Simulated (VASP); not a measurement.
# Ru2W (Fm-3m) in VASP: a series of runs, part 2 of 2

VASP 6.6.1. Earlier steps stand in the parts before.

## (3) Single point, PBE

This run uses another cell than the first one, of 17.17 Å³/atom, 1.072 times its volume.

File INCAR:

```
PREC = Accurate ; ENCUT = 520
EDIFF = 1E-6 ; ISMEAR = 0
SIGMA = 0.1 ; LREAL = False
LASPH = True ; NELM = 100
ALGO = Normal ; ISIF = 2
LWAVE = False ; LCHARG = False
GGA = PE ; NBANDS = 28
```

File KPOINTS:

```
Automatic mesh
0
Gamma
  6 6 6
```

File POSCAR:

```
Ru2W
1.0
    0.0000000000      2.9531270285      2.9531270285
    2.9531270285      0.0000000000      2.9531270285
    2.9531270285      2.9531270285      0.0000000000
Ru W
2 1
Direct
    0.2500000000      0.2500000000      0.2500000000
    0.7500000000      0.7500000000      0.7500000000
    0.0000000000      0.0000000000      0.0000000000
```

Potentials or basis: VASP PAW PBE potentials, release 64 (Ru_pv, W_sv).

Started as:

```sh
cat potpaw_PBE.64/Ru_pv/POTCAR potpaw_PBE.64/W_sv/POTCAR > POTCAR
mpirun -np 1 vasp_std > vasp.out
```

OUTCAR:

```text
PREC = Accurate
   ENCUT = 520
   EDIFF = 1E-6
   ISMEAR = 0
   LREAL = False
   LASPH = True
   NELM = 100
   ISIF = 2
   GGA = PE

 ion  position               nearest neighbor table
   1  0.250  0.250  0.250-   3 2.56   3 2.56   3 2.56   3 2.56   2 2.95   2 2.95   2 2.95   2 2.95
                             2 2.95   2 2.95
   2  0.750  0.750  0.750-   3 2.56   3 2.56   3 2.56   3 2.56   1 2.95   1 2.95   1 2.95   1 2.95
                             1 2.95   1 2.95
   3  0.000  0.000  0.000-   1 2.56   2 2.56   2 2.56   2 2.56   2 2.56   1 2.56   1 2.56   1 2.56

  LATTYP: Found a face centered cubic cell.
 ALAT       =     5.9062540570

  Lattice vectors:

 A1 = (   0.0000000000,   2.9531270285,   2.9531270285)
 A2 = (   2.9531270285,   0.0000000000,   2.9531270285)
 A3 = (   2.9531270285,   2.9531270285,   0.0000000000)

Analysis of symmetry for initial positions (statically):
=====================================================================
 Subroutine PRICEL returns:
 Original cell was already a primitive cell.

 Routine SETGRP: Setting up the symmetry group for a
 face centered cubic supercell.

 Subroutine GETGRP returns: Found 48 space group operations
 (whereof 48 operations were pure point group operations)
 out of a pool of 48 trial point group operations.

The static configuration has the point symmetry O_h .

Analysis of symmetry for dynamics (positions and initial velocities):
=====================================================================
 Subroutine PRICEL returns:
 Original cell was already a primitive cell.

 Routine SETGRP: Setting up the symmetry group for a
 face centered cubic supercell.

 Subroutine GETGRP returns: Found 48 space group operations
 (whereof 48 operations were pure point group operations)
 out of a pool of 48 trial point group operations.

The dynamic configuration has the point symmetry O_h .

 Subroutine INISYM returns: Found 48 space group operations
 (whereof 48 operations are pure point group operations),
 and found     1 'primitive' translations
[... 105 lines left out ...]
   IALGO  =     38    algorithm
   IMIX   =      4    mixing-type and parameters
     AMIX     =   0.40;   BMIX     =  1.00
     AMIX_MAG =   1.60;   BMIX_MAG =  1.00
  volume/ion in A,a.u.               =      17.17       115.86
  Fermi-wavevector in a.u.,A,eV,Ry     =   1.529440  2.890223 31.826571  2.339187
  Thomas-Fermi vector in A             =   2.637061
   LORBIT       =      0    0 simple, 1 ext, 2 COOP (PROOUT), +10 PAW based schemes
   GGA     = PE    functional components
   LHFCALC =     F    Hartree Fock is set to
   AEXX    =    0.0000 exact exchange contribution
   IVDW    =     0    specifies the selected vdW correction
   LEPSILON=     F    determine dielectric tensor
   LRPA    =     F    only Hartree local field effects (RPA)
 non-spin polarized calculation
 Gauss-broadening in eV      SIGMA  =   0.10
  energy-cutoff  :      520.00
  volume of cell :       51.51
 maximum number of plane-waves:      1411
   NGX = 15   NGY = 15   NGZ = 15

 number of electron      41.9999991 magnetization

 Free energy of the ion-electron system (eV)
  ---------------------------------------------------
  ext. energy  EPLUGINS =         0.00000000
  ---------------------------------------------------
  free energy    TOTEN  =       -29.94091761 eV

  energy without entropy =      -29.91911185  energy(sigma->0) =      -29.93001473

 E-fermi :   9.1910     XC(G=0): -12.6085

 val. band max:        9.1667423301   @ k =   0.3333   0.3333   0.0000
 cond. band min:       9.2446537123   @ k =  -0.3333   0.3333   0.0000
 fundamental gap:      0.0779113822
 Fermi energy:         9.1909999299

 k-point     1 :       0.0000    0.0000    0.0000
  band No.  band energies     occupation
      1     -64.8743      2.00000
      2     -33.1472      2.00000
      3     -33.1472      2.00000
      4     -33.1472      2.00000
      5     -33.0029      2.00000
      6     -33.0029      2.00000
[... 485 lines left out ...]
     27      13.0033      0.00000
     28      13.0542      0.00000

------------------------ aborting loop because EDIFF is reached ----------------------------------------

  FORCE on cell =-STRESS in cart. coord.  units (eV):
  Direction    XX          YY          ZZ          XY          YZ          ZX
  --------------------------------------------------------------------------------------
  -------------------------------------------------------------------------------------
  Total        0.1840658      0.1840658      0.1840658      0.0000000      0.0000000     -0.0000000
  in kB        5.7254208      5.7254208      5.7254208      0.0000000      0.0000000     -0.0000000
  external PRESSURE =       5.7254208 kB  Pullay stress =       0.0000000 kB

 VOLUME and BASIS-vectors are now :
 -----------------------------------------------------------------------------
  energy-cutoff  :      520.00
  volume of cell :       51.51
      direct lattice vectors                 reciprocal lattice vectors
     0.000000000  2.953127028  2.953127028    -0.169312053  0.169312053  0.169312053
     2.953127028  0.000000000  2.953127028     0.169312053 -0.169312053  0.169312053
     2.953127028  2.953127028  0.000000000     0.169312053  0.169312053 -0.169312053

 POSITION                                       TOTAL-FORCE (eV/Angst)
 -----------------------------------------------------------------------------------
      1.47656      1.47656      1.47656         0.000000      0.000000      0.000000
      4.42969      4.42969      4.42969        -0.000000     -0.000000     -0.000000
      0.00000      0.00000      0.00000        -0.000000     -0.000000     -0.000000
 -----------------------------------------------------------------------------------
    total drift:                                0.000000     -0.000000      0.000000

  FREE ENERGIE OF THE ION-ELECTRON SYSTEM (eV)
  ---------------------------------------------------
  free  energy   TOTEN  =       -29.9409176066 eV

  energy  without entropy=      -29.9191118505  energy(sigma->0) =      -29.93001473
```

stdout:

```text
POSCAR found type information on POSCAR RuW
 POSCAR found :  2 types and       3 ions
 scaLAPACK will be used
 LDA part: xc-table for (Slater+PW92), standard interpolation
 POSCAR, INCAR and KPOINTS ok, starting setup
 FFT: planning ... GRIDC
 FFT: planning ... GRID_SOFT
 FFT: planning ... GRID
 WAVECAR not read
 entering main loop
```

Wall time 19 s (1 thread of Intel Xeon 6975P-C, shared host); peak memory 0.18 GiB.

Results:

| Property | Result |
| --- | --- |
| Free energy | -29.9409 eV |
| Pressure | 0.6 GPa |
| Band gap on the k mesh | zero (band 21 reaches 10.62 eV, above the bottom of band 22 at 8.72 eV) |

Caveat: spin-orbit coupling is left out, which moves the levels of the heavy elements.

## (4) Relaxation of cell and atoms, PBE

File INCAR:

```
  PREC = Accurate
  ENCUT = 600
  EDIFF = 1E-6
  ISMEAR = 0
  SIGMA = 0.1
  LREAL = False
  LASPH = True
  NELM = 80
  ALGO = Normal
  ISIF = 3
  LWAVE = False
  LCHARG = False
  GGA = PE
  IBRION = 2
  NSW = 90
  EDIFFG = -0.04
```

KPOINTS is that of step 3.

File POSCAR:

```
Ru2W
1.0
    0.0000000000      2.8852774000      2.8852774000
    2.8852774000      0.0000000000      2.8852774000
    2.8852774000      2.8852774000      0.0000000000
Ru W
2 1
Direct
    0.2500000000      0.2500000000      0.2500000000
    0.7500000000      0.7500000000      0.7500000000
    0.0000000000      0.0000000000      0.0000000000
```

Started as:

```sh
cat potpaw_PBE.64/Ru_pv/POTCAR potpaw_PBE.64/W_sv/POTCAR > POTCAR
mpirun -np 1 vasp_std > vasp.out
```

Wall time 1.8 min (1 thread of Intel Xeon 6975P-C, shared host); peak memory 0.22 GiB.

The run converged. Its results:

```yaml
Free_energy: -29.9387 eV
Relaxed_volume: 17.22 Å³/atom
Relaxed_cell: a = 4.180 Å, b = 4.180 Å, c = 4.180 Å, α = 60.00°, β = 60.00°, γ = 60.00°
Space_group_after_relaxing_to_0.05_Å: Fm-3m (No. 225)
Energy_gained_by_relaxing: 66.7 meV/atom
Ionic_steps: 4
Pressure_after_relaxing: -0.1 GPa
Band_gap_on_the_k_mesh: zero (band 21 reaches 10.57 eV, above the bottom of band 22 at 8.68 eV)
```

Step by step:
| step | energy change (eV) | largest force (eV/Å) | pressure (GPa) | volume (Å³) |
| --- | --- | --- | --- | --- |
| 1 | 0.0000 | 0.0000 | 19.06 | 48.04 |
| 2 | 0.9476 | 0.0000 | -28.26 | 62.54 |
| 3 | -0.1990 | 0.0000 | -1.18 | 51.91 |
| 4 | -0.2000 | 0.0000 | -0.11 | 51.66 |

Final structure:
```
CELL_PARAMETERS angstrom
0.00000 2.95596 2.95596
2.95596 0.00000 2.95596
2.95596 2.95596 0.00000
ATOMIC_POSITIONS crystal
Ru 0.25000 0.25000 0.25000
Ru 0.75000 0.75000 0.75000
W 0.00000 0.00000 0.00000
```

Levels at points of the mesh, in eV from the Fermi level:
```csv
k point,band 19,band 20,band 21,band 22,band 23,band 24
"(0.00, 0.00, 0.00)",-2.19,1.42,1.42,1.52,1.52,1.52
"(0.50, 0.00, 0.00)",-1.88,-1.14,-1.14,-0.31,2.04,2.04
"(0.50, 0.50, 0.00)",-1.10,0.07,0.19,1.33,1.61,2.99
```

Caveat: spin-orbit coupling is left out, which moves the levels of the heavy elements.

## (5) Summary

```tsv
task	cell	cutoff (eV)	gap on the mesh (eV)	pressure (GPa)
single point	a = 4.080 Å, angles 60.0°, 3 atoms	520	none	19.1
single point	a = 4.176 Å, angles 60.0°, 3 atoms	520	none	0.6
relaxation of cell and atoms	relaxed from a = 4.080 Å, angles 60.0°, 3 atoms	600	none	-0.1
```

Alike in all rows: level PBE; potentials or basis VASP PAW PBE potentials, release 64 (Ru_pv, W_sv); no spin polarisation; k mesh 6 × 6 × 6; smearing gaussian 0.1 eV.

Caveats: spin-orbit coupling is left out, which moves the levels of the heavy elements.

Absolute energies hang on the potentials; compare differences alone.
